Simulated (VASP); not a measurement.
# Os (P6_3/mmc) in VASP: relaxation of cell and atoms with r2SCAN

Aim: the relaxation of cell and atoms of Os with r2SCAN.

All numbers are computed with VASP 6.6.1; they aren't measurements. Logs are shortened: lines on timing, memory, paths and dates and some standing lists are left out, and cuts for length are marked.

## Step 1: The cell of the first run

Symmetry: P6_3/mmc, No. 194, hexagonal system. Conventional cell: a = 2.738 Å, b = 2.738 Å, c = 4.317 Å, α = 90.00°, β = 90.00°, γ = 120.00°. Os (site symmetry -6m2) has 12 Os at 2.68 to 2.74 Å within 3.5 Å.

## Step 2: Relaxation of cell and atoms, r2SCAN, target pressure 2 GPa, at which the enthalpy is minimised

POSCAR reads:

```
Os
1.0
    2.7383019629      0.0000000000      0.0000000000
   -1.3691509815      2.3714390631      0.0000000000
    0.0000000000      0.0000000000      4.3166289819
Os
2
Direct
    0.3333333333      0.6666666667      0.2500000000
    0.6666666667      0.3333333333      0.7500000000
```

INCAR.step1 reads:

```
SYSTEM = Os
PREC = Accurate ; ENCUT = 600
ISMEAR = -1 ; SIGMA = 0.08
LREAL = .False. ; LASPH = .True.
NELM = 80 ; GGA = PE
ALGO = Normal ; EDIFF = 1E-4
LWAVE = .True. ; LCHARG = .False.
```

INCAR.step2 reads:

```
SYSTEM = Os
PREC = Accurate ; ENCUT = 600
EDIFF = 1E-7 ; ISMEAR = -1
SIGMA = 0.08 ; LREAL = .False.
LASPH = .True. ; NELM = 80
ALGO = Normal ; ISIF = 3
LWAVE = .False. ; LCHARG = .False.
METAGGA = R2SCAN ; LMIXTAU = .True.
IBRION = 2 ; NSW = 100
EDIFFG = -0.002 ; PSTRESS = 20.0
ISTART = 1
```

KPOINTS reads:

```
Automatic mesh
0
Gamma
  20 20 12
  0 0 0
```

Potentials or basis: VASP PAW PBE potentials, release 64 (Os).

Command:

```console
cat potpaw_PBE.64/Os/POTCAR > POTCAR
cp INCAR.step1 INCAR
mpirun -np 1 vasp_std > vasp.out
cp INCAR.step2 INCAR
mpirun -np 1 vasp_std > vasp.out
```

OUTCAR:

```text
SYSTEM = Os
   PREC = Accurate
   ENCUT = 600
   EDIFF = 1E-7
   ISMEAR = -1
   LREAL = .False.
   LASPH = .True.
   NELM = 80
   ISIF = 3
   METAGGA = R2SCAN
   IBRION = 2
   NSW = 100
   EDIFFG = -0.002
   PSTRESS = 20.0
   ISTART = 1

 ion  position               nearest neighbor table
   1  0.333  0.667  0.250-   2 2.68   2 2.68   2 2.68   2 2.68   2 2.68   2 2.68
   2  0.667  0.333  0.750-   1 2.68   1 2.68   1 2.68   1 2.68   1 2.68   1 2.68

  LATTYP: Found a hexagonal cell.
 ALAT       =     2.7383019629
 C/A-ratio  =     1.5763889594

  Lattice vectors:

 A1 = (   2.7383019629,   0.0000000000,   0.0000000000)
 A2 = (  -1.3691509815,   2.3714390631,   0.0000000000)
 A3 = (   0.0000000000,   0.0000000000,   4.3166289819)

Analysis of symmetry for initial positions (statically):
=====================================================================
 Subroutine PRICEL returns:
 Original cell was already a primitive cell.

 Routine SETGRP: Setting up the symmetry group for a
 hexagonal supercell.

 Subroutine GETGRP returns: Found 24 space group operations
 (whereof 12 operations were pure point group operations)
 out of a pool of 24 trial point group operations.

The static configuration has the point symmetry D_3d.
 The point group associated with its full space group is D_6h.

Analysis of symmetry for dynamics (positions and initial velocities):
=====================================================================
 Subroutine PRICEL returns:
 Original cell was already a primitive cell.

 Routine SETGRP: Setting up the symmetry group for a
 hexagonal supercell.

 Subroutine GETGRP returns: Found 24 space group operations
 (whereof 12 operations were pure point group operations)
 out of a pool of 24 trial point group operations.

The dynamic configuration has the point symmetry D_3d.
 The point group associated with its full space group is D_6h.

 Subroutine INISYM returns: Found 24 space group operations
 (whereof 12 operations are pure point group operations),
 and found     1 'primitive' translations

----------------------------------------------------------------------------------------

                                     Primitive cell

  volume of cell :      28.0310

  direct lattice vectors                    reciprocal lattice vectors
     2.738301963  0.000000000  0.000000000     0.365189820  0.210842441  0.000000000
    -1.369150982  2.371439063  0.000000000     0.000000000  0.421684881  0.000000000
     0.000000000  0.000000000  4.316628982     0.000000000  0.000000000  0.231662254

  length of vectors
     2.738301963  2.738301963  4.316628982     0.421684881  0.421684881  0.231662254

  position of ions in fractional coordinates (direct lattice)
     0.333333333  0.666666667  0.250000000
     0.666666667  0.333333333  0.750000000

  ion indices of the primitive-cell ions
   primitive index   ion index
                 1           1
                 2           2

----------------------------------------------------------------------------------------

 KPOINTS: Automatic mesh

Automatic generation of k-mesh.
 Grid dimensions read from file:
 generate k-points for:   20   20   12

 Generating k-lattice:

  Cartesian coordinates                     Fractional coordinates (reciprocal lattice)
     0.018259491  0.010542122  0.000000000     0.050000000 -0.000000000  0.000000000
     0.000000000  0.021084244  0.000000000     0.000000000  0.050000000  0.000000000
     0.000000000  0.000000000  0.019305188     0.000000000  0.000000000  0.083333333

  Length of vectors
     0.021084244  0.021084244  0.019305188

  Shift w.r.t. Gamma in fractional coordinates (k-lattice)
     0.000000000  0.000000000  0.000000000

 Subroutine IBZKPT returns following result:
 ===========================================

 Found    308 irreducible k-points:

 Following reciprocal coordinates:
            Coordinates               Weight
  0.000000  0.000000  0.000000      1.000000
  0.050000  0.000000  0.000000      6.000000
  0.100000 -0.000000  0.000000      6.000000
  0.150000  0.000000  0.000000      6.000000
  0.200000 -0.000000  0.000000      6.000000
  0.250000 -0.000000  0.000000      6.000000
[... 16 lines left out ...]
  0.200000  0.100000  0.000000     12.000000
  0.250000  0.100000  0.000000     12.000000
 [... further k-points ...]
   k-points           NKPTS =    308   k-points in BZ     NKDIM =    308   number of bands    NBANDS=     12
   number of dos      NEDOS =    301   number of ions     NIONS =      2
   total plane-waves  NPLWV =  20736
   dimension x,y,z NGX =    24 NGY =   24 NGZ =   36
   dimension x,y,z NGXF=    48 NGYF=   48 NGZF=   72
   ions per type =               2
   NGX,Y,Z   is equivalent  to a cutoff of  14.57, 14.57, 13.86 a.u.
   NGXF,Y,Z  is equivalent  to a cutoff of  29.14, 29.14, 27.73 a.u.
 SYSTEM =  Os
   PREC   = accura    normal or accurate (medium, high low for compatibility)
   ISTART =      1    job   : 0-new  1-cont  2-samecut
   ICHARG =      0    charge: 1-file 2-atom 10-const
   ISPIN  =      1    spin polarized calculation?
   LNONCOLLINEAR =      F non collinear calculations
   LSORBIT =      F    spin-orbit coupling
   LASPH  =      T    aspherical Exc in radial PAW
   ENCUT  =  600.0 eV  44.10 Ry    6.64 a.u.   5.47  5.47  8.62*2*pi/ulx,y,z
   NELM   =     80;   NELMIN=  2; NELMDL=  0     # of ELM steps
   EDIFF  = 0.1E-06   stopping-criterion for ELM
   LREAL  =      F    real-space projection
   EDIFFG = -.2E-02   stopping-criterion for IOM
   NSW    =    100    number of steps for IOM
   IBRION =      2    ionic relax: 0-MD 1-quasi-New 2-CG
   NFREE  =      1    steps in history (QN), initial steepest desc. (CG)
   ISIF   =      3    stress and relaxation
   ISYM   =      2    0-nonsym 1-usesym 2-fastsym
   POTIM  = 0.5000    time-step for ionic-motion
   TEBEG  =    0.0;   TEEND  =   0.0 temperature during run
   PSTRESS=   20.0 pullay stress
   NELECT =      16.0000    total number of electrons
   NUPDOWN=      -1.0000    fix difference up-down
   EMIN   =  10.00;   EMAX   =-10.00  energy-range for DOS
   EFERMI =   0.00;   METHOD = LEGACY
   ISMEAR =    -1;   SIGMA  =   0.08  broadening in eV -4-tet -1-fermi 0-gaus
   EFERMI_NEDOS =   21; number of points for ismear=-14 and -15
   IALGO  =     38    algorithm
   IMIX   =      4    mixing-type and parameters
     AMIX     =   0.40;   BMIX     =  1.00
     AMIX_MAG =   1.60;   BMIX_MAG =  1.00
  volume/ion in A,a.u.               =      14.02        94.58
  Fermi-wavevector in a.u.,A,eV,Ry     =   1.358007  2.566262 25.091649  1.844184
  Thomas-Fermi vector in A             =   2.484877
   LORBIT       =      0    0 simple, 1 ext, 2 COOP (PROOUT), +10 PAW based schemes
   METAGGA = R2SCAN    functional components
   LHFCALC =     F    Hartree Fock is set to
   AEXX    =    0.0000 exact exchange contribution
   IVDW    =     0    specifies the selected vdW correction
   LEPSILON=     F    determine dielectric tensor
   LRPA    =     F    only Hartree local field effects (RPA)
 conjugate gradient relaxation of ions
 non-spin polarized calculation
  energy-cutoff  :      600.00
  volume of cell :       28.03
 maximum number of plane-waves:       965
 NGX is ok and might be reduce to    24
   NGX = 11   NGY = 11   NGZ = 17

--------------------------------------- Ionic step        1  -------------------------------------------

 number of electron      16.0000001 magnetization

 Free energy of the ion-electron system (eV)
  ---------------------------------------------------
  ext. energy  EPLUGINS =         0.00000000
  ---------------------------------------------------
  free energy    TOTEN  =      -106.02225803 eV

  energy without entropy =     -106.00030653  energy(sigma->0) =     -106.01128228

------------------------ aborting loop because EDIFF is reached ----------------------------------------

  FORCE on cell =-STRESS in cart. coord.  units (eV):
  Direction    XX          YY          ZZ          XY          YZ          ZX
  --------------------------------------------------------------------------------------
  -------------------------------------------------------------------------------------
  Total        0.1880743      0.1880743      0.1994601     -0.0000000     -0.0000000      0.0000000
  in kB       10.7498411     10.7498411     11.4006215     -0.0000000     -0.0000000      0.0000000
  external PRESSURE =      -9.0332321 kB  Pullay stress =      20.0000000 kB
[... 175 lines left out ...]
  enthalpy is  TOTEN    =      -105.6725199409 eV   P V=        0.3491934584

--------------------------------------- Ionic step        6  -------------------------------------------

 number of electron      16.0000001 magnetization

 Free energy of the ion-electron system (eV)
  ---------------------------------------------------
  ext. energy  EPLUGINS =         0.00000000
  ---------------------------------------------------
  free energy    TOTEN  =      -106.02171659 eV

  energy without entropy =     -105.99984341  energy(sigma->0) =     -106.01078000

 E-fermi :   9.3010     XC(G=0): -15.3928

 val. band max:        9.2979444321   @ k =   0.1500   0.0000   0.3333
 cond. band min:       9.3037898161   @ k =   0.5000  -0.0000   0.2500
 fundamental gap:      0.0058453840
 Fermi energy:         9.3009574750

 k-point     1 :       0.0000    0.0000    0.0000
  band No.  band energies     occupation
      1      -2.1716      2.00000
      2       1.1268      2.00000
      3       6.0855      2.00000
      4       6.0855      2.00000
      5       6.3811      2.00000
      6       6.9592      2.00000
      7       6.9592      2.00000
      8       7.6031      2.00000
      9       7.6031      2.00000
     10       9.2967      1.02673
     11      11.0129      0.00000
     12      11.0129      0.00000
[... 331 lines left out ...]
 k-point    24 :       0.2500    0.1000    0.0000
  band No.  band energies     occupation
      1       1.0669      2.00000
      2       2.6997      2.00000
      3       3.7194      2.00000
      4       4.4767      2.00000
      5       5.8016      2.00000
      6       6.2725      2.00000
      7       7.1087      2.00000
      8       8.8093      1.99573
      9       9.5157      0.12787
     10      10.4449      0.00000
     11      11.7462      0.00000
     12      18.2895      0.00000

 [... further k-points ...]

------------------------ aborting loop because EDIFF is reached ----------------------------------------

  FORCE on cell =-STRESS in cart. coord.  units (eV):
  Direction    XX          YY          ZZ          XY          YZ          ZX
  --------------------------------------------------------------------------------------
  -------------------------------------------------------------------------------------
  Total        0.3488993      0.3488993      0.3493952     -0.0000000     -0.0000000      0.0000000
  in kB       19.9830570     19.9830570     20.0114564     -0.0000000     -0.0000000      0.0000000
  external PRESSURE =      -0.0074765 kB  Pullay stress =      20.0000000 kB
[... 17 lines left out ...]
  FREE ENERGIE OF THE ION-ELECTRON SYSTEM (eV)
  ---------------------------------------------------
  free  energy   TOTEN  =      -106.0217165934 eV

  energy  without entropy=     -105.9998434093  energy(sigma->0) =     -106.01078000

  enthalpy is  TOTEN    =      -105.6725214318 eV   P V=        0.3491951615

 reached required accuracy - stopping structural energy minimisation
```

Wall time 31 min (1 thread of Intel Xeon 8259CL, shared host); peak memory 0.27 GiB.

What came out:

```yaml
Free_energy: -106.0217 eV
Relaxed_volume: 13.99 Å³/atom
Relaxed_cell: a = 2.736 Å, b = 2.736 Å, c = 4.314 Å, α = 90.00°, β = 90.00°, γ = 120.00°
Space_group_after_relaxing_to_0.1_Å: P6_3/mmc (No. 194)
Energy_change_on_relaxing_the_run_minimises_the_enthalpy: +0.3 meV/atom
Ionic_steps: 6
Pressure_after_relaxing: 2.0 GPa
Band_gap_on_the_k_mesh: zero (bands 8 and 9 overlap by 4.13 eV)
```

Step by step:
```tsv
step	energy change (eV)	largest force (eV/Å)	pressure (GPa)	volume (Å³)
1	0.0000	0.0000	1.10	28.03
2	0.0072	0.0000	6.29	27.71
3	0.0006	0.0000	2.03	27.97
4	0.0005	0.0000	2.00	27.97
5	0.0005	0.0000	2.00	27.97
6	0.0005	0.0000	2.00	27.97
```

Final structure:
```cif
data_structure
_symmetry_space_group_name_H-M 'P 1'
_symmetry_Int_Tables_number 1
_cell_length_a 2.7362
_cell_length_b 2.7362
_cell_length_c 4.3143
_cell_angle_alpha 90.000
_cell_angle_beta 90.000
_cell_angle_gamma 120.000
_cell_volume 27.97
loop_
_atom_site_label
_atom_site_type_symbol
_atom_site_fract_x
_atom_site_fract_y
_atom_site_fract_z
_atom_site_occupancy
Os1 Os 0.33333 0.66667 0.25000 1
Os2 Os 0.66667 0.33333 0.75000 1
```

Caveat: the cell is relaxed towards a set pressure, so the run minimises the enthalpy, not the energy; the PAW data sets were made with another functional, which shifts forces and pressure a little; spin-orbit coupling is left out, which moves the levels of the heavy elements.
